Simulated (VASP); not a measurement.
Input of a VASP 6.6.1 run:

INCAR

```
PREC     = Accurate       # precision mode
ENCUT    = 520            # plane-wave cutoff, eV
EDIFF    = 1E-7           # SCF threshold, eV
ISMEAR   = 0              # smearing method
SIGMA    = 0.1            # smearing width, eV
LREAL    = F              # projectors in reciprocal space
LASPH    = T              # aspherical terms in the spheres
NELM     = 100            # most SCF steps
ALGO     = Normal         # electronic algorithm
ISIF     = 2              # what is computed and relaxed
LWAVE    = F              # write WAVECAR
LCHARG   = F              # write CHGCAR
GGA      = PE             # functional
NBANDS   = 42             # bands
```

KPOINTS

```
Automatic mesh
0
Gamma
  4 4 4
```

Contents of POSCAR:

```
BaGe3F2
1.0
    3.8676076670      2.2329643276      2.6428281890
   -3.8676076670      2.2329643276      2.6428281890
    0.0000000000     -4.4659286553      2.6428281890
Ba Ge F
1 3 2
Direct
    0.0000000000      0.0000000000      0.0000000000
    0.5000000000      0.5000000000      0.0000000000
    0.5000000000      0.0000000000      0.5000000000
    0.0000000000      0.5000000000      0.5000000000
    0.6730359719      0.6730359719      0.6730359719
    0.3269640281      0.3269640281      0.3269640281
```

Potentials or basis: VASP PAW PBE potentials, release 64 (Ba_sv, Ge_d, F).

The run is started by

```bash
$ cat potpaw_PBE.64/Ba_sv/POTCAR potpaw_PBE.64/Ge_d/POTCAR potpaw_PBE.64/F/POTCAR > POTCAR
$ mpirun -np 1 vasp_std > vasp.out
```

Q: What does it give for the band gap on the k mesh?

A: Zero (bands 33 and 34 overlap by 0.11 eV).

Q: Estimate the pressure.

A: 0.4 GPa.

Q: Predict the largest force.

A: 0.106 eV/Å.

Stress tensor (GPa, compression positive):
```
0.17 0.00 0.00
0.00 0.17 0.00
0.00 0.00 0.72
```

Caveat: spin-orbit coupling is left out, which moves the levels of the heavy elements.
